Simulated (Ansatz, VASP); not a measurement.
**Two plane-wave programs on Hg**

Contents of INCAR:

```
  ALGO = Normal
  EDIFF = 1E-6
  ENCUT = 520
  GGA = PE
  ISIF = 2
  ISMEAR = -1
  LASPH = T
  LCHARG = F
  LREAL = F
  LWAVE = F
  NBANDS = 12
  NELM = 80
  PREC = Accurate
  SIGMA = 0.1
```

The input KPOINTS:

```
k-points
0
Gamma
  12 12 12
```

Contents of POSCAR:

```
Hg
1.0
    0.0000000000      2.6170481043      2.6170481043
    2.6170481043      0.0000000000      2.6170481043
    2.6170481043      2.6170481043      0.0000000000
Hg
1
Direct
    0.0000000000      0.0000000000      0.0000000000
```

Input for Ansatz:

```yaml
crystal:
  lattice:
    - [0.0, 2.6170481043, 2.6170481043]
    - [2.6170481043, 0.0, 2.6170481043]
    - [2.6170481043, 2.6170481043, 0.0]
  atoms:
    - { symbol: Hg, position: [0.0, 0.0, 0.0] }
hamiltonian:
  xc: pbe
  pseudopotentials:
    kind: paw
    azcp:
      Hg: "pseudopotentials/Hg.paw.azcp"
basis:
  ecutwfc: 420
  fft_grid_basis: typed
kpoints:
  mp_grid: { grid: [12, 12, 12], shift: [0, 0, 0] }
magnetization:
  spin_polarized: false
scf:
  occupations: { method: fermi_dirac, width: 0.1 }
  lower_state_search: "off"
output:
  stress: true
  write_density: true
  write_potential: true
  elf: true
  volumetric_format: npy
```

Alike in both runs: task single point; functional PBE; k mesh 12 × 12 × 12; occupations fermi-dirac, width 0.1 eV; no spin polarisation.

```csv
,VASP,Ansatz
version,VASP 6.6.1,Ansatz 0.2.0
potentials or method,"VASP PAW PBE potentials, release 64 (Hg), cutoff 520 eV","plane waves (420 eV) with PAW, scalar-relativistic"
valence electrons in the cell,12,20
```

```csv
,VASP,Ansatz,Ansatz less VASP
pressure (GPa),-0.5,-0.5,0.00
```

VASP's potentials hold 12 valence electrons a cell and Ansatz's 20, so a difference there can come from the potentials and not from the codes.

Spin-orbit coupling is off throughout.
